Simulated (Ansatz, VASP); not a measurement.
**C in VASP and in Ansatz**

```
C
1.0
     0.00000    1.77692    1.77692
     1.77692    0.00000    1.77692
     1.77692    1.77692    0.00000
C
2
Direct
  0.50000 0.50000 0.50000
  0.75000 0.75000 0.75000
```

Alike in both runs: functional PBEsol; k mesh 8 × 8 × 8; occupations fermi-dirac, width 0.05 eV; no spin polarisation.

Ansatz relaxed the structure, and its values are those at the end. VASP's run is a single point on that final structure, the one shown.

|  | VASP | Ansatz |
| --- | --- | --- |
| version | VASP 6.6.1 | Ansatz 0.2.0 |
| potentials or method | VASP PAW PBE potentials, release 64 (C_h), cutoff 1300 eV | plane waves (420 eV) with PAW, scalar-relativistic |
| valence electrons in the cell | 8 | 8 |

```tsv
	VASP	Ansatz	Ansatz less VASP
pressure (GPa)	0.1	0.0	-0.12
```

VASP's potentials were made for PBE, not for PBEsol, and Ansatz warns of the same on its side. The functional is the same, so the differences come from potentials, cutoffs and numerics.
